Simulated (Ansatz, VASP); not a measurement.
# Two plane-wave programs on BeTe

```
Be Te
1.0
     0.00000    2.82862    2.82862
     2.82862    0.00000    2.82862
     2.82862    2.82862    0.00000
Be Te
1 1
Direct
  0.00000 0.00000 0.00000
  0.25000 0.25000 0.25000
```

Alike in both runs: task single point; functional PBE0; k mesh 6 × 6 × 6; no spin polarisation.

|  | VASP | Ansatz |
| --- | --- | --- |
| version | VASP 6.6.1 | Ansatz 0.2.0 |
| potentials or method | VASP PAW PBE potentials, release 64 (Be, Te) | plane waves, PAW |
| plane-wave cutoff (eV) | 520 | 420 |
| occupations | gaussian, width 0.01 eV | fixed |
| valence electrons in the cell | 8 | 18 |

```tsv
	VASP	Ansatz	Ansatz less VASP
gap on the k mesh at the Fermi level (eV)	3.34	3.35	+0.006
pressure (GPa)	-1.0	-0.8	+0.18
```

VASP's potentials hold 8 valence electrons a cell and Ansatz's 18, so a difference there can come from the potentials and not from the codes. Ansatz's warnings: stress exchange threshold loose, stress scf threshold loose.

Spin-orbit coupling is off throughout.
